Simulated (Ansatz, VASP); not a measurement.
**One calculation of ReS, two programs**

```
CELL_PARAMETERS angstrom
3.65546 0.00000 0.00000
-1.82773 3.16572 0.00000
0.00000 0.00000 5.18598
ATOMIC_POSITIONS crystal
Re 0.00000 0.00000 0.00000
Re 0.00000 0.00000 0.50000
S 0.33333 0.66667 0.25000
S 0.66667 0.33333 0.75000
```

Alike in both runs: functional r2SCAN; k mesh 12 × 12 × 8; occupations gaussian, width 0.1 eV; no spin polarisation.

Ansatz relaxed the structure, and its values are those at the end. VASP's run is a single point on that final structure, the one shown.

```csv
,VASP,Ansatz
version,VASP 6.6.1,Ansatz 0.2.0
potentials or method,"VASP PAW PBE potentials, release 64 (Re, S), cutoff 520 eV","scalar-relativistic, plane waves, PAW"
valence electrons in the cell,26,42
```

Ansatz gave:

```
gap on the k mesh at the Fermi level (eV) : none
pressure (GPa)                            : 0.0
```

Q: Estimate VASP's values.

A: gap on the k mesh at the Fermi level (eV): none; pressure (GPa): 1.4.

VASP's potentials were made for PBE, not for r2SCAN. A gap of «none» marks a metal or a gap that the smearing closes. The functional is the same, so the differences come from potentials, cutoffs and numerics. VASP's potentials hold 26 valence electrons a cell and Ansatz's 42, so a difference there can come from the potentials and not from the codes.

Neither program's run includes spin-orbit coupling.
